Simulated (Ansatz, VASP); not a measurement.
**Two plane-wave programs on Ti4C3**

INCAR

```
PREC = Accurate
ENCUT = 520
EDIFF = 1E-7
ISMEAR = 0
SIGMA = 0.2
LREAL = False
LASPH = True
NELM = 80
ALGO = Normal
ISIF = 2
LWAVE = False
LCHARG = False
GGA = PE
NBANDS = 39
```

KPOINTS

```
Automatic mesh
0
Gamma
  6 6 6
```

POSCAR

```
Ti4C3
1.0
    4.3111508267      0.0000000000      0.0000000000
    0.0000000000      4.3111508267      0.0000000000
   -2.1555754133     -2.1555754133      4.3485375086
Ti C
4 3
Direct
    0.5000000000      0.0000000000      0.0000000000
    0.7631072890      0.7631072890      0.5262145779
    0.2368927110      0.2368927110      0.4737854221
    0.0000000000      0.5000000000      0.0000000000
    0.7500000000      0.2500000000      0.5000000000
    0.2500000000      0.7500000000      0.5000000000
    0.0000000000      0.0000000000      0.0000000000
```

Input for Ansatz:

```yaml
crystal:
  lattice:
    - [4.3111508267, 0.0, 0.0]
    - [0.0, 4.3111508267, 0.0]
    - [-2.1555754133, -2.1555754133, 4.3485375086]
  atoms:
    - { symbol: Ti, position: [0.5, 0.0, 0.0] }
    - { symbol: Ti, position: [0.763107289, 0.763107289, 0.5262145779] }
    - { symbol: Ti, position: [0.236892711, 0.236892711, 0.4737854221] }
    - { symbol: Ti, position: [0.0, 0.5, 0.0] }
    - { symbol: C, position: [0.75, 0.25, 0.5] }
    - { symbol: C, position: [0.25, 0.75, 0.5] }
    - { symbol: C, position: [0.0, 0.0, 0.0] }
basis:
  ecutwfc: 420
kpoints:
  mp_grid: { grid: [6, 6, 6] }
hamiltonian:
  xc: pbe
scf:
  occupations: { method: gaussian, width: 0.2 }
  lower_state_search: "off"
output:
  forces: true
  stress: true
  eigenvalues: true
```

Alike in both runs: task single point; functional PBE; k mesh 6 × 6 × 6; occupations gaussian, width 0.2 eV; no spin polarisation.

```csv
,VASP,Ansatz
version,VASP 6.6.1,Ansatz 0.2.0
potentials or method,"VASP PAW PBE potentials, release 64 (Ti_sv, C), cutoff 520 eV","scalar-relativistic, plane waves, PAW"
valence electrons in the cell,60,60
```

|  | VASP | Ansatz | Ansatz less VASP |
| --- | --- | --- | --- |
| gap on the k mesh at the Fermi level (eV) | none | none | - |
| pressure (GPa) | 0.2 | 0.0 | -0.18 |
| rms of the force components (eV/Å) | 0.007 | 0.002 | -0.0047 |

Atom by atom the forces differ by 0.005 eV/Å (rms over components). A gap of «none» marks a metal or a gap that the smearing closes. With one functional, cell and mesh, what is left measures potentials, basis and numerics.
